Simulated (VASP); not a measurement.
The system is ScAl3N4.

```xyz
16
Lattice="4.8323 -2.7899 0.0000 -3.2215 0.0000 -5.0615 3.2215 5.5798 0.0000" Properties=species:S:1:pos:R:3 pbc="T T T"
Sc    1.6107   -0.9300    0.0000
Sc    3.2215   -1.8599   -2.5307
Al    4.8322   -0.9300    0.0000
Al    3.2215    1.8599    0.0000
Al    6.4430    1.8599    0.0000
Al    1.6108    0.9300   -2.5307
Al    4.8323    0.9300   -2.5307
Al    3.2215    3.7199   -2.5307
N     1.6107   -0.9300   -3.1280
N     0.0000    1.8599   -3.1280
N     3.2215    1.8599   -3.1280
N     1.6107    4.6498   -3.1280
N     3.2215   -1.8599   -0.5973
N     1.6108    0.9300   -0.5973
N     4.8323    0.9300   -0.5973
N     3.2215    3.7199   -0.5973
```

* Program: VASP 6.6.1
* Task: relaxation of cell and atoms
* Functional: LDA
* Potentials or basis: VASP PAW LDA potentials, release 64 (Sc_sv, Al, N)
* Cutoff: 600 eV
* k mesh: 4 × 4 × 4
* Occupations: gaussian, width 0.1 eV
* Spin: no spin polarisation

At the start: pressure -1.9 GPa; volume 11.37 Å³/atom.

Problem. How do energy, volume and symmetry change on relaxing?

Solution. Over 20 steps the energy falls by 98.4 meV/atom and the volume is 10.96 Å³/atom (-3.7 %); space group P1 (No. 1, to 0.1 Å) before and after.

Step by step:
| step | energy change (eV) | largest force (eV/Å) | pressure (GPa) | volume (Å³) |
| --- | --- | --- | --- | --- |
| 1 | 0.0000 | 3.6457 | -1.93 | 181.96 |
| 2 | -1.2208 | 1.1233 | -1.23 | 178.37 |
| 3 | -1.2625 | 0.9290 | -1.70 | 178.94 |
| 4 | -1.4110 | 0.5203 | 1.51 | 175.62 |
| 5 | -1.4118 | 0.5147 | 1.28 | 175.84 |
| 6 | -1.4607 | 0.2937 | -0.44 | 177.20 |
| 7 | -1.4654 | 0.3205 | -1.13 | 177.76 |
| 8 | -1.5051 | 0.2643 | -0.12 | 176.63 |
| 9 | -1.5173 | 0.3364 | 0.84 | 175.57 |
| 10 | -1.5449 | 0.1845 | 0.24 | 175.80 |
| 11 | -1.5510 | 0.2833 | -0.19 | 175.95 |
| 12 | -1.5605 | 0.1267 | -0.14 | 175.77 |
| 13 | -1.5628 | 0.2170 | -0.09 | 175.62 |
| 14 | -1.5698 | 0.0819 | 0.14 | 175.31 |
| 15 | -1.5702 | 0.1033 | 0.22 | 175.21 |
| 16 | -1.5724 | 0.0633 | -0.14 | 175.48 |
| 17 | -1.5724 | 0.0612 | -0.18 | 175.51 |
| 18 | -1.5735 | 0.0522 | 0.04 | 175.29 |
| 19 | -1.5735 | 0.0518 | 0.12 | 175.21 |
| 20 | -1.5742 | 0.0302 | 0.01 | 175.29 |

Final structure:
```
Sc Al N
1.0
     4.81012   -2.77615   -0.00735
    -3.20900   -0.01711   -4.86448
     3.24221    5.61365   -0.00240
Sc Al N
2 6 8
Direct
  0.35100 0.03978 0.00215
  0.94279 0.52810 0.13438
  0.81955 0.98917 0.25503
  0.33524 0.00105 0.50736
  0.84045 0.00516 0.74247
  0.40698 0.48966 0.38672
  0.91777 0.49963 0.62469
  0.42090 0.51663 0.86591
  0.59795 0.58868 0.15112
  0.15504 0.61633 0.42751
  0.64909 0.61473 0.64902
  0.14843 0.61955 0.88432
  0.75136 0.10225 0.02558
  0.19959 0.09140 0.29385
  0.71593 0.11043 0.52711
  0.21994 0.13147 0.75880
```

Caveat: the relaxation stopped at a loose force limit of 0.05 eV/Å, so its end isn't a converged minimum.
